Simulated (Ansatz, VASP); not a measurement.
# Two plane-wave programs on Bi2Se3

```xyz
5
Lattice="4.1736 0.0000 0.0000 -2.0868 3.6144 0.0000 0.0000 0.0000 11.3788" Properties=species:S:1:pos:R:3 pbc="T T T"
Bi    0.0000    0.0000    1.9954
Bi    0.0000    0.0000    9.3834
Se    0.0000    2.4096    0.0000
Se    2.0868    1.2048    3.5625
Se    2.0868    1.2048    7.8162
```

Alike in both runs: functional PBE; k mesh 6 × 6 × 4; occupations gaussian, width 0.1 eV; no spin polarisation.

Ansatz relaxed the structure, and its values are those at the end. VASP's run is a single point on that final structure, the one shown.

```csv
,VASP,Ansatz
version,VASP 6.6.1,Ansatz 0.2.0
potentials or method,"VASP PAW PBE potentials, release 64 (Bi_d, Se), cutoff 520 eV","scalar-relativistic, plane waves, PAW"
valence electrons in the cell,48,78
```

|  | VASP | Ansatz | Ansatz less VASP |
| --- | --- | --- | --- |
| gap on the k mesh at the Fermi level (eV) | 0.56 | 0.56 | +0.001 |
| least direct gap on the mesh (eV) | 0.86 | 0.86 | -0.001 |
| pressure (GPa) | 0.0 | 0.0 | -0.01 |
| rms of the force components (eV/Å) | 0.009 | 0.005 | -0.0038 |

The functional is the same, so the differences come from potentials, cutoffs and numerics. VASP's potentials hold 48 valence electrons a cell and Ansatz's 78, so a difference there can come from the potentials and not from the codes.

Neither program's run includes spin-orbit coupling.
